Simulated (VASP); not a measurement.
# LiTmF4 (F-43m) in VASP: single point with PBE

Aim: the single point of LiTmF4 with PBE.

Program: VASP 6.6.1. These are calculated values, not measurements. Logs are shortened: lines on timing, memory, paths and dates and some standing lists are left out, and cuts for length are marked.

## 1. The cell of the first run

It takes space group F-43m (No. 216, cubic). Conventional cell: a = 6.934 Å, b = 6.934 Å, c = 6.934 Å, α = 90.00°, β = 90.00°, γ = 90.00°. Li (site symmetry -43m) has 4 F at 1.58 Å within 2.1 Å. Within 3.8 Å of Tm (site symmetry -43m) lie 12 F at 2.89 Å and 4 Li at 3.00 Å. F (site symmetry 3m) has 1 Li at 1.58 Å within 2.1 Å.

## 2. Single point, PBE

Contents of POSCAR:

```
LiTmF4
1.0
    0.0000000000      3.4671670955      3.4671670955
    3.4671670955      0.0000000000      3.4671670955
    3.4671670955      3.4671670955      0.0000000000
Li Tm F
1 1 4
Direct
    0.7500000000      0.7500000000      0.7500000000
    0.5000000000      0.5000000000      0.5000000000
    0.8813417433      0.3559747702      0.8813417433
    0.8813417433      0.8813417433      0.8813417433
    0.3559747702      0.8813417433      0.8813417433
    0.8813417433      0.8813417433      0.3559747702
```

Contents of INCAR.step1:

```
ALGO = Normal
EDIFF = 1E-6
ENCUT = 650
GGA = PE
GGA_COMPAT = F
ISIF = 2
ISMEAR = 0
LASPH = T
LCHARG = T
LMAXMIX = 6
LORBIT = 11
LREAL = F
LWAVE = F
NBANDS = 29
NEDOS = 2001
NELM = 200
PREC = Accurate
SIGMA = 0.02
```

Contents of KPOINTS.step1:

```
k-points
0
Gamma
  8 8 8
```

Contents of INCAR.step2:

```
ALGO = Normal
EDIFF = 1E-6
ENCUT = 650
GGA = PE
GGA_COMPAT = F
ICHARG = 11
ISIF = 2
ISMEAR = -5
LASPH = T
LCHARG = F
LMAXMIX = 6
LORBIT = 11
LREAL = F
LWAVE = F
NEDOS = 1001
NELM = 200
PREC = Accurate
SIGMA = 0.02
```

Contents of KPOINTS.step2:

```
k-points
0
Gamma
  12 12 12
```

Potentials or basis: VASP PAW PBE potentials, release 64 (Li_sv, Tm_3, F), 4f in core.

Launch:

```sh
$ cat potpaw_PBE.64/Li_sv/POTCAR potpaw_PBE.64/Tm_3/POTCAR potpaw_PBE.64/F/POTCAR > POTCAR
$ cp INCAR.step1 INCAR
$ cp KPOINTS.step1 KPOINTS
$ mpirun -np 1 vasp_std > vasp.out
$ cp INCAR.step2 INCAR
$ cp KPOINTS.step2 KPOINTS
$ mpirun -np 1 vasp_std > vasp.out
```

OUTCAR:

```text
EDIFF = 1E-6
   ENCUT = 650
   GGA = PE
   ICHARG = 11
   ISIF = 2
   ISMEAR = -5
   LASPH = T
   LORBIT = 11
   LREAL = F
   NELM = 200
   PREC = Accurate

 ion  position               nearest neighbor table
   1  0.750  0.750  0.750-   3 1.58   5 1.58   6 1.58   4 1.58   2 3.00   2 3.00   2 3.00   2 3.00

   2  0.500  0.500  0.500-   1 3.00   1 3.00   1 3.00   1 3.00
   3  0.881  0.356  0.881-   1 1.58
   4  0.881  0.881  0.881-   1 1.58
   5  0.356  0.881  0.881-   1 1.58
   6  0.881  0.881  0.356-   1 1.58

  LATTYP: Found a face centered cubic cell.
 ALAT       =     6.9343341910

  Lattice vectors:

 A1 = (   0.0000000000,   3.4671670955,   3.4671670955)
 A2 = (   3.4671670955,   0.0000000000,   3.4671670955)
 A3 = (   3.4671670955,   3.4671670955,   0.0000000000)

Analysis of symmetry for initial positions (statically):
=====================================================================
 Subroutine PRICEL returns:
 Original cell was already a primitive cell.

 Routine SETGRP: Setting up the symmetry group for a
 face centered cubic supercell.

 Subroutine GETGRP returns: Found 24 space group operations
 (whereof 24 operations were pure point group operations)
 out of a pool of 48 trial point group operations.

The static configuration has the point symmetry T_d .

Analysis of symmetry for dynamics (positions and initial velocities):
=====================================================================
 Subroutine PRICEL returns:
 Original cell was already a primitive cell.

 Routine SETGRP: Setting up the symmetry group for a
 face centered cubic supercell.

 Subroutine GETGRP returns: Found 24 space group operations
 (whereof 24 operations were pure point group operations)
 out of a pool of 48 trial point group operations.

The dynamic configuration has the point symmetry T_d .

 Subroutine INISYM returns: Found 24 space group operations
 (whereof 24 operations are pure point group operations),
 and found     1 'primitive' translations

----------------------------------------------------------------------------------------

                                     Primitive cell

  volume of cell :      83.3593

  direct lattice vectors                    reciprocal lattice vectors
     0.000000000  3.467167095  3.467167095    -0.144209952  0.144209952  0.144209952
     3.467167095  0.000000000  3.467167095     0.144209952 -0.144209952  0.144209952
     3.467167095  3.467167095  0.000000000     0.144209952  0.144209952 -0.144209952

  length of vectors
     4.903314729  4.903314729  4.903314729     0.249778964  0.249778964  0.249778964

  position of ions in fractional coordinates (direct lattice)
     0.750000000  0.750000000  0.750000000
     0.500000000  0.500000000  0.500000000
     0.881341743  0.355974770  0.881341743
     0.881341743  0.881341743  0.881341743
     0.355974770  0.881341743  0.881341743
     0.881341743  0.881341743  0.355974770

  ion indices of the primitive-cell ions
   primitive index   ion index
                 1           1
                 2           2
                 3           3
                 4           4
                 5           5
                 6           6

----------------------------------------------------------------------------------------

 KPOINTS: k-points

Automatic generation of k-mesh.
 Grid dimensions read from file:
 generate k-points for:   12   12   12

 Generating k-lattice:

  Cartesian coordinates                     Fractional coordinates (reciprocal lattice)
    -0.012017496  0.012017496  0.012017496     0.083333333  0.000000000  0.000000000
     0.012017496 -0.012017496  0.012017496     0.000000000  0.083333333  0.000000000
     0.012017496  0.012017496 -0.012017496     0.000000000  0.000000000  0.083333333

  Length of vectors
     0.020814914  0.020814914  0.020814914

  Shift w.r.t. Gamma in fractional coordinates (k-lattice)
     0.000000000  0.000000000  0.000000000

 TETIRR: Found    247 inequivalent tetrahedra from    10368

 Subroutine IBZKPT returns following result:
 ===========================================

 Found     72 irreducible k-points:

 Following reciprocal coordinates:
            Coordinates               Weight
  0.000000  0.000000  0.000000      1.000000
  0.083333  0.000000  0.000000      8.000000
  0.166667  0.000000  0.000000      8.000000
  0.250000  0.000000  0.000000      8.000000
  0.333333  0.000000  0.000000      8.000000
  0.416667  0.000000  0.000000      8.000000
[... 16 lines left out ...]
  0.500000  0.166667  0.000000     24.000000
 -0.416667  0.166667  0.000000     24.000000
 [... further k-points ...]
   k-points           NKPTS =     72   k-points in BZ     NKDIM =     72   number of bands    NBANDS=     24
   number of dos      NEDOS =   1001   number of ions     NIONS =      6
   total plane-waves  NPLWV =  74088
   dimension x,y,z NGX =    42 NGY =   42 NGZ =   42
   dimension x,y,z NGXF=    84 NGYF=   84 NGZF=   84
   ions per type =               1   1   4
   NGX,Y,Z   is equivalent  to a cutoff of  14.24, 14.24, 14.24 a.u.
   NGXF,Y,Z  is equivalent  to a cutoff of  28.48, 28.48, 28.48 a.u.
 SYSTEM =  unknown system
   PREC   = accura    normal or accurate (medium, high low for compatibility)
   ISTART =      0    job   : 0-new  1-cont  2-samecut
   ICHARG =     11    charge: 1-file 2-atom 10-const
   ISPIN  =      1    spin polarized calculation?
   LNONCOLLINEAR =      F non collinear calculations
   LSORBIT =      F    spin-orbit coupling
   LASPH  =      T    aspherical Exc in radial PAW
   ENCUT  =  650.0 eV  47.77 Ry    6.91 a.u.  10.19 10.19 10.19*2*pi/ulx,y,z
   NELM   =    200;   NELMIN=  2; NELMDL=  0     # of ELM steps
   EDIFF  = 0.1E-05   stopping-criterion for ELM
   LREAL  =      F    real-space projection
   EDIFFG = 0.1E-04   stopping-criterion for IOM
   NSW    =      0    number of steps for IOM
   IBRION =     -1    ionic relax: 0-MD 1-quasi-New 2-CG
   NFREE  =      0    steps in history (QN), initial steepest desc. (CG)
   ISIF   =      2    stress and relaxation
   ISYM   =      2    0-nonsym 1-usesym 2-fastsym
   POTIM  = 0.5000    time-step for ionic-motion
   TEBEG  =    0.0;   TEEND  =   0.0 temperature during run
   PSTRESS=    0.0 pullay stress
   NELECT =      40.0000    total number of electrons
   NUPDOWN=      -1.0000    fix difference up-down
   EMIN   =  10.00;   EMAX   =-10.00  energy-range for DOS
   EFERMI =   0.00;   METHOD = LEGACY
   ISMEAR =    -5;   SIGMA  =   0.02  broadening in eV -4-tet -1-fermi 0-gaus
   EFERMI_NEDOS =   21; number of points for ismear=-14 and -15
   IALGO  =     38    algorithm
   IMIX   =      4    mixing-type and parameters
     AMIX     =   0.40;   BMIX     =  1.00
     AMIX_MAG =   1.60;   BMIX_MAG =  1.00
  volume/ion in A,a.u.               =      13.89        93.76
  Fermi-wavevector in a.u.,A,eV,Ry     =   1.281671  2.422008 22.350043  1.642682
  Thomas-Fermi vector in A             =   2.414028
   LORBIT       =     11    0 simple, 1 ext, 2 COOP (PROOUT), +10 PAW based schemes
   GGA     = PE    functional components
   LHFCALC =     F    Hartree Fock is set to
   AEXX    =    0.0000 exact exchange contribution
   IVDW    =     0    specifies the selected vdW correction
   LEPSILON=     F    determine dielectric tensor
   LRPA    =     F    only Hartree local field effects (RPA)
 non-spin polarized calculation
 Fermi weights with tetrahedron method with Bloechl corrections
  energy-cutoff  :      650.00
  volume of cell :       83.36
 maximum number of plane-waves:      3164
 NGX is ok and might be reduce to    42

 number of electron      40.0000007 magnetization

 Free energy of the ion-electron system (eV)
  ---------------------------------------------------
  ext. energy  EPLUGINS =         0.00000000
  ---------------------------------------------------
  free energy    TOTEN  =       -27.19739600 eV

  energy without entropy =      -27.19739600  energy(sigma->0) =      -27.19739600

 E-fermi :  -0.3274     XC(G=0):  -9.0155

 val. band max:       -0.3281253503   @ k =   0.0000   0.0000   0.0000
 cond. band min:       1.8868225045   @ k =   0.0000   0.0000   0.0000
 fundamental gap:      2.2149478549
 Fermi energy:        -0.3273605779

 k-point     1 :       0.0000    0.0000    0.0000
  band No.  band energies     occupation
      1     -40.6522      2.00000
      2     -26.8994      2.00000
      3     -26.8994      2.00000
      4     -26.8994      2.00000
      5     -21.1442      2.00000
      6     -20.3032      2.00000
[... 16 lines left out ...]
     23       3.5731      0.00000
     24       3.5731      0.00000

 k-point     2 :       0.0833    0.0000    0.0000
  band No.  band energies     occupation
      1     -40.6522      2.00000
      2     -26.9007      2.00000
      3     -26.8995      2.00000
      4     -26.8995      2.00000
      5     -21.1370      2.00000
      6     -20.3089      2.00000
[... 16 lines left out ...]
     23       3.5771      0.00000
     24       3.5771      0.00000

 k-point     3 :       0.1667    0.0000    0.0000
  band No.  band energies     occupation
      1     -40.6522      2.00000
      2     -26.9043      2.00000
      3     -26.8998      2.00000
      4     -26.8998      2.00000
      5     -21.1167      2.00000
      6     -20.3251      2.00000
[... 16 lines left out ...]
     23       3.5924      0.00000
     24       3.5924      0.00000
[... 514 lines left out ...]
 k-point    23 :       0.5000    0.1667    0.0000
  band No.  band energies     occupation
      1     -40.6521      2.00000
      2     -26.9168      2.00000
      3     -26.9035      2.00000
      4     -26.9023      2.00000
      5     -21.0241      2.00000
      6     -20.3996      2.00000
[... 16 lines left out ...]
     23       3.7493      0.00000
     24       3.8935      0.00000

 k-point    24 :      -0.4167    0.1667    0.0000
  band No.  band energies     occupation
      1     -40.6521      2.00000
      2     -26.9171      2.00000
      3     -26.9042      2.00000
      4     -26.9017      2.00000
      5     -21.0208      2.00000
      6     -20.4017      2.00000
[... 16 lines left out ...]
     23       3.7756      0.00000
     24       3.9387      0.00000

 [... further k-points ...]

------------------------ aborting loop because EDIFF is reached ----------------------------------------

  FORCE on cell =-STRESS in cart. coord.  units (eV):
  Direction    XX          YY          ZZ          XY          YZ          ZX
  --------------------------------------------------------------------------------------
  -------------------------------------------------------------------------------------
  Total       -0.1380856     -0.1380856     -0.1380856      0.0000000      0.0000000      0.0000000
  in kB       -2.6540221     -2.6540221     -2.6540221      0.0000000      0.0000000      0.0000000
  external PRESSURE =      -2.6540221 kB  Pullay stress =       0.0000000 kB

 VOLUME and BASIS-vectors are now :
 -----------------------------------------------------------------------------
  energy-cutoff  :      650.00
  volume of cell :       83.36
      direct lattice vectors                 reciprocal lattice vectors
     0.000000000  3.467167095  3.467167095    -0.144209952  0.144209952  0.144209952
     3.467167095  0.000000000  3.467167095     0.144209952 -0.144209952  0.144209952
     3.467167095  3.467167095  0.000000000     0.144209952  0.144209952 -0.144209952

 POSITION                                       TOTAL-FORCE (eV/Angst)
 -----------------------------------------------------------------------------------
      5.20075      5.20075      5.20075        -0.000000      0.000000      0.000000
      3.46717      3.46717      3.46717        -0.000000      0.000000      0.000000
      4.28998      6.11152      4.28998        -0.061826      0.061826     -0.061826
      6.11152      6.11152      6.11152         0.061826      0.061826      0.061826
      6.11152      4.28998      4.28998         0.061826     -0.061826     -0.061826
      4.28998      4.28998      6.11152        -0.061826     -0.061826      0.061826
 -----------------------------------------------------------------------------------
    total drift:                               -0.009122     -0.009122     -0.009122

  FREE ENERGIE OF THE ION-ELECTRON SYSTEM (eV)
  ---------------------------------------------------
  free  energy   TOTEN  =       -27.1973960014 eV

  energy  without entropy=      -27.1973960014  energy(sigma->0) =      -27.19739600

 total charge

# of ion       s       p       d       tot
------------------------------------------
    1        2.100   0.214   0.000   2.314
    2        0.170   6.230   0.432   6.832
    3        1.740   4.343   0.000   6.083
    4        1.740   4.343   0.000   6.083
    5        1.740   4.343   0.000   6.083
    6        1.740   4.343   0.000   6.083
--------------------------------------------------
tot          9.231  23.815   0.432  33.479
```

Run time: 2.9 min. Hardware: 1 thread of Intel Xeon 6975P-C (Granite Rapids), shared host; peak memory 0.37 GiB.

What came out:

- Valence electrons inside the program's atomic spheres: Li 2.31; Tm 6.83; F 6.08

Caveat: spin-orbit coupling is left out, which moves the levels of the heavy elements; the 4f electrons are frozen in the core, so they carry no moment and show no levels.
